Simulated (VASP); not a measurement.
# ScAl3F (P4mm) in VASP: relaxation of cell and atoms with PBE

Aim: the relaxation of cell and atoms of ScAl3F with PBE.

Everything below comes from runs of VASP 6.6.1. Logs are shortened: lines on timing, memory, paths and dates and some standing lists are left out, and cuts for length are marked.

## (1) The cell of the first run

The structure is tetragonal, space group P4mm (No. 99). The conventional cell has a = 3.973 Å, b = 3.973 Å, c = 3.991 Å, α = 90.00°, β = 90.00°, γ = 90.00°. Within 2.5 Å of Sc (site symmetry 4mm) lie 6 Al at 1.86 to 2.13 Å. Within 2.5 Å of Al (site symmetry 4mm) lie 2 Sc at 1.86 to 2.13 Å. Within 2.6 Å of Al (site symmetry 2mm) lie 2 Sc at 1.99 Å. Within 3.7 Å of F (site symmetry 4mm) lie 12 Al at 2.77 to 2.86 Å and 8 Sc at 3.40 to 3.49 Å.

The cell was generated, and may not be a known phase.

## (2) Relaxation of cell and atoms, PBE

INCAR reads:

```
SYSTEM = ScAl3F
PREC = Accurate
ENCUT = 1350
EDIFF = 1E-7
ISMEAR = 0
SIGMA = 0.1
LREAL = .FALSE.
LASPH = .TRUE.
NELM = 120
ALGO = Normal
ISIF = 3
LWAVE = .FALSE.
LCHARG = .FALSE.
GGA = PE
IBRION = 2
NSW = 90
EDIFFG = -0.04
GGA_COMPAT = .FALSE.
NELMIN = 4
```

KPOINTS reads:

```
Automatic mesh
0
G
  4 4 4
  0 0 0
```

POSCAR reads:

```
ScAl3F
1.0
    3.9725059200      0.0000000000      0.0000000000
    0.0000000000      3.9725059200      0.0000000000
    0.0000000000      0.0000000000      3.9905818800
Sc Al F
1 3 1
Direct
    0.5000000000      0.5000000000      0.4819999900
    0.5000000000      0.5000000000      0.0160000000
    0.5000000000      0.0000000000      0.5149999900
    0.0000000000      0.5000000000      0.5149999900
    0.0000000000      0.0000000000      0.0000000000
```

Potentials or basis: VASP PAW PBE potentials, release 64 (Sc_sv, Al, F_h).

The run is started by

```console
$ cat potpaw_PBE.64/Sc_sv/POTCAR potpaw_PBE.64/Al/POTCAR potpaw_PBE.64/F_h/POTCAR > POTCAR
$ mpirun -np 1 vasp_std > vasp.out
```

OUTCAR:

```text
SYSTEM = ScAl3F
   PREC = Accurate
   ENCUT = 1350
   EDIFF = 1E-7
   ISMEAR = 0
   LREAL = .FALSE.
   LASPH = .TRUE.
   NELM = 120
   ISIF = 3
   GGA = PE
   IBRION = 2
   NSW = 90
   EDIFFG = -0.04
   NELMIN = 4

 ion  position               nearest neighbor table
   1  0.500  0.500  0.482-   2 1.86   3 1.99   4 1.99   3 1.99   4 1.99   2 2.13
   2  0.500  0.500  0.016-   1 1.86   1 2.13   4 2.81   3 2.81   3 2.81   4 2.81   3 2.82   3 2.82
                             4 2.82   4 2.82
   3  0.500  0.000  0.515-   1 1.99   1 1.99   4 2.81   4 2.81   4 2.81   4 2.81   2 2.81   2 2.81
                             2 2.82   2 2.82
   4  0.000  0.500  0.515-   1 1.99   1 1.99   3 2.81   3 2.81   3 2.81   3 2.81   2 2.81   2 2.81
                             2 2.82   2 2.82
   5  0.000  0.000  0.000-

  LATTYP: Found a simple tetragonal cell.
 ALAT       =     3.9725059200
 C/A-ratio  =     1.0045502663

  Lattice vectors:

 A1 = (   3.9725059200,   0.0000000000,   0.0000000000)
 A2 = (   0.0000000000,   3.9725059200,   0.0000000000)
 A3 = (   0.0000000000,   0.0000000000,   3.9905818800)

Analysis of symmetry for initial positions (statically):
=====================================================================
 Subroutine PRICEL returns:
 Original cell was already a primitive cell.

 Routine SETGRP: Setting up the symmetry group for a
 simple tetragonal supercell.

 Subroutine GETGRP returns: Found  8 space group operations
 (whereof  8 operations were pure point group operations)
 out of a pool of 16 trial point group operations.

The static configuration has the point symmetry C_4v.

Analysis of symmetry for dynamics (positions and initial velocities):
=====================================================================
 Subroutine PRICEL returns:
 Original cell was already a primitive cell.

 Routine SETGRP: Setting up the symmetry group for a
 simple tetragonal supercell.

 Subroutine GETGRP returns: Found  8 space group operations
 (whereof  8 operations were pure point group operations)
 out of a pool of 16 trial point group operations.

The dynamic configuration has the point symmetry C_4v.

 Subroutine INISYM returns: Found  8 space group operations
 (whereof  8 operations are pure point group operations),
 and found     1 'primitive' translations

----------------------------------------------------------------------------------------

                                     Primitive cell

  volume of cell :      62.9746

  direct lattice vectors                    reciprocal lattice vectors
     3.972505920  0.000000000  0.000000000     0.251730273  0.000000000  0.000000000
     0.000000000  3.972505920  0.000000000     0.000000000  0.251730273  0.000000000
     0.000000000  0.000000000  3.990581880     0.000000000  0.000000000  0.250590022

  length of vectors
     3.972505920  3.972505920  3.990581880     0.251730273  0.251730273  0.250590022

  position of ions in fractional coordinates (direct lattice)
     0.500000000  0.500000000  0.481999990
     0.500000000  0.500000000  0.016000000
     0.500000000  0.000000000  0.514999990
     0.000000000  0.500000000  0.514999990
     0.000000000  0.000000000  0.000000000

  ion indices of the primitive-cell ions
   primitive index   ion index
                 1           1
                 2           2
                 3           3
                 4           4
                 5           5

----------------------------------------------------------------------------------------

 KPOINTS: Automatic mesh

Automatic generation of k-mesh.
 Grid dimensions read from file:
 generate k-points for:    4    4    4

 Generating k-lattice:

  Cartesian coordinates                     Fractional coordinates (reciprocal lattice)
     0.062932568  0.000000000  0.000000000     0.250000000  0.000000000  0.000000000
     0.000000000  0.062932568  0.000000000     0.000000000  0.250000000  0.000000000
     0.000000000  0.000000000  0.062647505     0.000000000  0.000000000  0.250000000

  Length of vectors
     0.062932568  0.062932568  0.062647505

  Shift w.r.t. Gamma in fractional coordinates (k-lattice)
     0.000000000  0.000000000  0.000000000

 Subroutine IBZKPT returns following result:
 ===========================================

 Found     18 irreducible k-points:

 Following reciprocal coordinates:
            Coordinates               Weight
  0.000000  0.000000  0.000000      1.000000
  0.250000  0.000000  0.000000      4.000000
  0.500000  0.000000  0.000000      2.000000
  0.250000  0.250000  0.000000      4.000000
  0.500000  0.250000  0.000000      4.000000
  0.500000  0.500000  0.000000      1.000000
[... 10 lines left out ...]
  0.500000  0.250000  0.500000      4.000000
  0.500000  0.500000  0.500000      1.000000
   k-points           NKPTS =     18   k-points in BZ     NKDIM =     18   number of bands    NBANDS=     17
   number of dos      NEDOS =    301   number of ions     NIONS =      5
   total plane-waves  NPLWV = 110592
   dimension x,y,z NGX =    48 NGY =   48 NGZ =   48
   dimension x,y,z NGXF=    96 NGYF=   96 NGZF=   96
   ions per type =               1   3   1
   NGX,Y,Z   is equivalent  to a cutoff of  20.09, 20.09, 20.00 a.u.
   NGXF,Y,Z  is equivalent  to a cutoff of  40.18, 40.18, 39.99 a.u.
 SYSTEM =  ScAl3F
   PREC   = accura    normal or accurate (medium, high low for compatibility)
   ISTART =      0    job   : 0-new  1-cont  2-samecut
   ICHARG =      2    charge: 1-file 2-atom 10-const
   ISPIN  =      1    spin polarized calculation?
   LNONCOLLINEAR =      F non collinear calculations
   LSORBIT =      F    spin-orbit coupling
   LASPH  =      T    aspherical Exc in radial PAW
   ENCUT  = 1350.0 eV  99.22 Ry    9.96 a.u.  11.90 11.90 11.96*2*pi/ulx,y,z
   NELM   =    120;   NELMIN=  4; NELMDL= -5     # of ELM steps
   EDIFF  = 0.1E-06   stopping-criterion for ELM
   LREAL  =      F    real-space projection
   EDIFFG = -.4E-01   stopping-criterion for IOM
   NSW    =     90    number of steps for IOM
   IBRION =      2    ionic relax: 0-MD 1-quasi-New 2-CG
   NFREE  =      1    steps in history (QN), initial steepest desc. (CG)
   ISIF   =      3    stress and relaxation
   ISYM   =      2    0-nonsym 1-usesym 2-fastsym
   POTIM  = 0.5000    time-step for ionic-motion
   TEBEG  =    0.0;   TEEND  =   0.0 temperature during run
   PSTRESS=    0.0 pullay stress
   NELECT =      27.0000    total number of electrons
   NUPDOWN=      -1.0000    fix difference up-down
   EMIN   =  10.00;   EMAX   =-10.00  energy-range for DOS
   EFERMI =   0.00;   METHOD = LEGACY
   ISMEAR =     0;   SIGMA  =   0.10  broadening in eV -4-tet -1-fermi 0-gaus
   EFERMI_NEDOS =   21; number of points for ismear=-14 and -15
   IALGO  =     38    algorithm
   IMIX   =      4    mixing-type and parameters
     AMIX     =   0.40;   BMIX     =  1.00
     AMIX_MAG =   1.60;   BMIX_MAG =  1.00
  volume/ion in A,a.u.               =      12.59        84.99
  Fermi-wavevector in a.u.,A,eV,Ry     =   1.234452  2.332777 20.733543  1.523872
  Thomas-Fermi vector in A             =   2.369142
   LORBIT       =      0    0 simple, 1 ext, 2 COOP (PROOUT), +10 PAW based schemes
   GGA     = PE    functional components
   LHFCALC =     F    Hartree Fock is set to
   AEXX    =    0.0000 exact exchange contribution
   IVDW    =     0    specifies the selected vdW correction
   LEPSILON=     F    determine dielectric tensor
   LRPA    =     F    only Hartree local field effects (RPA)
 conjugate gradient relaxation of ions
 non-spin polarized calculation
 Gauss-broadening in eV      SIGMA  =   0.10
  energy-cutoff  :     1350.00
  volume of cell :       62.97
 maximum number of plane-waves:      7152
 NGX is ok and might be reduce to    48
   NGX = 23   NGY = 23   NGZ = 23

--------------------------------------- Ionic step        1  -------------------------------------------

 number of electron      26.9999998 magnetization

 Free energy of the ion-electron system (eV)
  ---------------------------------------------------
  ext. energy  EPLUGINS =         0.00000000
  ---------------------------------------------------
  free energy    TOTEN  =        -3.25178079 eV

  energy without entropy =       -3.24026620  energy(sigma->0) =       -3.24602349

 E-fermi :   7.1591     XC(G=0): -11.0295

 val. band max:        7.0181540379   @ k =   0.5000   0.0000   0.0000
 cond. band min:       7.2147305863   @ k =   0.2500   0.2500   0.0000
 fundamental gap:      0.1965765483
 Fermi energy:         7.1590551584

 k-point     1 :       0.0000    0.0000    0.0000
  band No.  band energies     occupation
      1     -39.8964      2.00000
      2     -19.2393      2.00000
      3     -19.1921      2.00000
      4     -19.1921      2.00000
      5     -14.4572      2.00000
      6      -0.3378      2.00000
[... 9 lines left out ...]
     16       9.2297      0.00000
     17       9.2297      0.00000
[... 448 lines left out ...]
  FREE ENERGIE OF THE ION-ELECTRON SYSTEM (eV)
  ---------------------------------------------------
  free  energy   TOTEN  =       -14.8431236990 eV

  energy  without entropy=      -14.7859667924  energy(sigma->0) =      -14.81454525

 E-fermi :   3.9325     XC(G=0):  -8.8760

 val. band max:        3.8604470096   @ k =   0.5000   0.2500   0.0000
 cond. band min:       3.9432696235   @ k =   0.2500   0.0000   0.0000
 fundamental gap:      0.0828226140
 Fermi energy:         3.9325419955

 k-point     1 :       0.0000    0.0000    0.0000
  band No.  band energies     occupation
      1     -45.7044      2.00000
      2     -24.4043      2.00000
      3     -24.4043      2.00000
      4     -24.2651      2.00000
      5     -20.0216      2.00000
      6      -4.3341      2.00000
[... 9 lines left out ...]
     16       5.3695      0.00000
     17       5.6511      0.00000
[... 323 lines left out ...]
      1     -45.7029      2.00000
      2     -24.4197      2.00000
      3     -24.4197      2.00000
      4     -24.2618      2.00000
      5     -19.9906      2.00000
      6      -3.2246      2.00000
[... 9 lines left out ...]
     16       5.7326      0.00000
     17       6.2952      0.00000

[... ionic steps 4 to 44 ...]

--------------------------------------- Ionic step       45  -------------------------------------------

 number of electron      26.9999996 magnetization

------------------------ aborting loop because EDIFF is reached ----------------------------------------

  FORCE on cell =-STRESS in cart. coord.  units (eV):
  Direction    XX          YY          ZZ          XY          YZ          ZX
  --------------------------------------------------------------------------------------
  -------------------------------------------------------------------------------------
  Total       -0.1204797     -0.1204797     -0.3293603      0.0000000      0.0000000      0.0000000
  in kB       -1.5874157     -1.5874157     -4.3395827      0.0000000      0.0000000      0.0000000
  external PRESSURE =      -2.5048047 kB  Pullay stress =       0.0000000 kB
[... 63 lines left out ...]
  energy  without entropy=      -20.4492328894  energy(sigma->0) =      -20.46359065

--------------------------------------- Ionic step       47  -------------------------------------------

 number of electron      26.9999999 magnetization

 Free energy of the ion-electron system (eV)
  ---------------------------------------------------
  ext. energy  EPLUGINS =         0.00000000
  ---------------------------------------------------
  free energy    TOTEN  =       -20.47852693 eV

  energy without entropy =      -20.44984743  energy(sigma->0) =      -20.46418718

 E-fermi :   2.8459     XC(G=0):  -8.2556

 val. band max:        2.8455412136   @ k =   0.2500   0.0000   0.2500
 cond. band min:       2.8591741668   @ k =   0.2500   0.2500   0.5000
 fundamental gap:      0.0136329533
 Fermi energy:         2.8458877460

 k-point     1 :       0.0000    0.0000    0.0000
  band No.  band energies     occupation
      1     -47.0416      2.00000
      2     -25.7258      2.00000
      3     -25.7258      2.00000
      4     -25.5681      2.00000
      5     -21.2786      2.00000
      6      -4.6446      2.00000
[... 9 lines left out ...]
     16       4.1345      0.00000
     17       4.1801      0.00000
[... 370 lines left out ...]
  FREE ENERGIE OF THE ION-ELECTRON SYSTEM (eV)
  ---------------------------------------------------
  free  energy   TOTEN  =       -20.4785269256 eV

  energy  without entropy=      -20.4498474333  energy(sigma->0) =      -20.46418718

 reached required accuracy - stopping structural energy minimisation
```

Run time: 39 min. Hardware: 1 thread of Intel Xeon Platinum 8559C (Emerald Rapids), shared host; peak memory 0.46 GiB.

Results:

```
Free energy                           : -20.4785 eV
Relaxed volume                        : 24.19 Å³/atom
Relaxed cell                          : a = 4.581 Å, b = 4.581 Å, c = 5.764 Å, α = 90.00°, β = 90.00°, γ = 90.00°
Space group after relaxing (to 0.1 Å) : P4mm (No. 99)
Pressure after relaxing               : 0.0 GPa
Largest force after relaxing          : 0.022 eV/Å
Band gap on the k mesh                : zero (an odd number of electrons rules out a gap without spin polarisation)
```

Forces on the atoms (eV/Å):
```
Sc   0.000  0.000 -0.022
Al   0.000  0.000  0.010
Al   0.000  0.000  0.014
Al   0.000  0.000  0.014
F    0.000  0.000 -0.017
```

Final structure:
```
CELL_PARAMETERS angstrom
4.58116 0.00000 0.00000
0.00000 4.58116 0.00000
0.00000 0.00000 5.76360
ATOMIC_POSITIONS crystal
Sc 0.50000 0.50000 0.41300
Al 0.50000 0.50000 0.92898
Al 0.50000 0.00000 0.71953
Al 0.00000 0.50000 0.71953
F 0.00000 0.00000 0.74696
```

Caveat: the k points lie up to 0.34 Å⁻¹ apart in the final cell, too coarse for converged energies and pressures of a metal; the volume moved by over 15 % at a fixed basis, so the end points are rough.
